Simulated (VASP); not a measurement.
Wanted: the native input for a VASP 6.6.1 run.

- Task: single point
- Functional: PBEsol
- Potentials or basis: VASP PAW PBE potentials, release 64 (Rb_sv, Br)
- Cutoff: 520 eV
- k mesh: 6 × 6 × 6
- Occupations: gaussian, width 0.01 eV
- Spin: non-collinear spin, zero start, spin-orbit coupling
- Starting moments: [[0.0, 0.0, 0.0], [0.0, 0.0, 0.0]] μB
- Dipole correction: no
- Further INCAR settings: ALGO = Normal; EDIFF = 1e-06; NBANDS = 28

The structure of RbBr lies in POSCAR:

```
RbBr
1.0
    0.0000000000      3.4249234702      3.4420480875
    3.4249234702      0.0000000000      3.4420480875
    3.4249234702      3.4249234702      0.0000000000
Rb Br
1 1
Direct
    0.0000000000      0.0000000000      0.0000000000
    0.5000000000      0.5000000000      0.5000000000
```

This cell differs from its parent crystal: z stretched by +0.5 %, x and y held.

The input as run:

INCAR

```
PREC = Accurate
ENCUT = 520
EDIFF = 1E-6
ISMEAR = 0
SIGMA = 0.01
LREAL = False
LASPH = True
NELM = 150
ALGO = Normal
ISIF = 2
LWAVE = False
LCHARG = False
LNONCOLLINEAR = True
MAGMOM = 0 0 0 0 0 0
LORBIT = 11
LSORBIT = True
GGA_COMPAT = False
LORBMOM = True
GGA = PS
NBANDS = 28
```

KPOINTS

```
Automatic mesh
0
Gamma
  6 6 6
```

Potentials or basis: VASP PAW PBE potentials, release 64 (Rb_sv, Br).

Launch:

```sh
$ cat potpaw_PBE.64/Rb_sv/POTCAR potpaw_PBE.64/Br/POTCAR > POTCAR
$ mpirun -np 1 vasp_ncl > vasp.out
```

Results of the run:

```yaml
Pressure: -0.1 GPa
Net_moment: 0.00 μB per cell
Valence_electrons_inside_the_program's_atomic_spheres: Rb 7.31; Br 4.87
```

Caveat: the cell differs from its parent crystal (z stretched by +0.5 %, x and y held); the PAW data sets were made with another functional, which shifts forces and pressure a little.

It took 2.1 min on 1 thread of Intel(R) Xeon(R) Platinum 8259CL CPU @ 2.50GHz (Skylake/Cascade Lake) (shared host), peak memory 0.43 GiB.
